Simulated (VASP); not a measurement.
Set up this calculation in VASP 6.6.1, as the native input.

* Task: single point
* Functional: PBE
* Potentials or basis: VASP PAW PBE potentials, release 64 (K_sv, Cl)
* Cutoff: 520 eV
* k mesh: 6 × 6 × 6
* Occupations: gaussian, width 0.01 eV
* Spin: no spin polarisation
* Dipole correction: no
* Further INCAR settings: ALGO = Normal; EDIFF = 1e-06; NBANDS = 15

The structure of KCl (Sylvite) lies in POSCAR:

```
KCl
1.0
    0.0000000000      3.1448471320      3.1448471320
    3.1448471320      0.0000000000      3.1448471320
    3.1448471320      3.1448471320      0.0000000000
K Cl
1 1
Direct
    0.0000000000      0.0000000000      0.0000000000
    0.5000000000      0.5000000000      0.5000000000
```

These files were run (other wordings do the same):

INCAR

```
SYSTEM = KCl
ALGO = Normal
EDIFF = 1E-6
ENCUT = 520
GGA = PE
ISIF = 2
ISMEAR = 0
LASPH = .TRUE.
LCHARG = .FALSE.
LREAL = .FALSE.
LWAVE = .FALSE.
NBANDS = 15
NELM = 100
PREC = Accurate
SIGMA = 0.01
```

KPOINTS

```
k-points
0
G
  6 6 6
  0 0 0
```

Potentials or basis: VASP PAW PBE potentials, release 64 (K_sv, Cl).

The run is started by

```console
$ cat potpaw_PBE.64/K_sv/POTCAR potpaw_PBE.64/Cl/POTCAR > POTCAR
$ mpirun -np 1 vasp_std > vasp.out
```

It gave:

```yaml
Pressure: 0.8 GPa
Band_gap_on_the_k_mesh: 5.19 eV, direct
```

It took 34 s on 1 thread of AMD EPYC 7R13, on a shared host, peak memory 0.17 GiB.
